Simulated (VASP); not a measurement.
**BaF2: single point with PBE**

BaF2:

```
CELL_PARAMETERS angstrom
0.00000 3.10005 3.10005
3.10005 0.00000 3.10005
3.10005 3.10005 0.00000
ATOMIC_POSITIONS crystal
Ba 0.00000 0.00000 0.00000
F 0.25000 0.25000 0.25000
F 0.75000 0.75000 0.75000
```

```
Program                : VASP 6.6.1
Task                   : single point
Functional             : PBE
Potentials or basis    : VASP PAW PBE potentials, release 64 (Ba_sv, F)
Cutoff                 : 600 eV
k mesh                 : 7 × 7 × 7
Occupations            : fermi-dirac, width 0.02 eV
Spin                   : no spin polarisation
Dipole correction      : no
Further INCAR settings : ALGO = Normal; EDIFF = 1e-06; NBANDS = 19
```

| Item | Value |
| --- | --- |
| Pressure | 2.3 GPa |
| Band gap on the k mesh | 6.78 eV (least direct gap 6.84 eV) |

Levels at points of the mesh, in eV from the valence-band top:
| k point | band 9 | band 10 | band 11 | band 12 | band 13 | band 14 | band 15 | band 16 |
| --- | --- | --- | --- | --- | --- | --- | --- | --- |
| (0.00, 0.00, 0.00) | -1.48 | -0.06 | -0.06 | -0.06 | 6.78 | 9.20 | 9.20 | 11.40 |

It took 41 s on 1 thread of Intel Xeon 8259CL, on a shared host, peak memory 0.21 GiB.

Caveat: spin-orbit coupling is left out, which moves the levels of the heavy elements; an odd mesh through Γ misses points on the zone boundary, where band edges can lie.
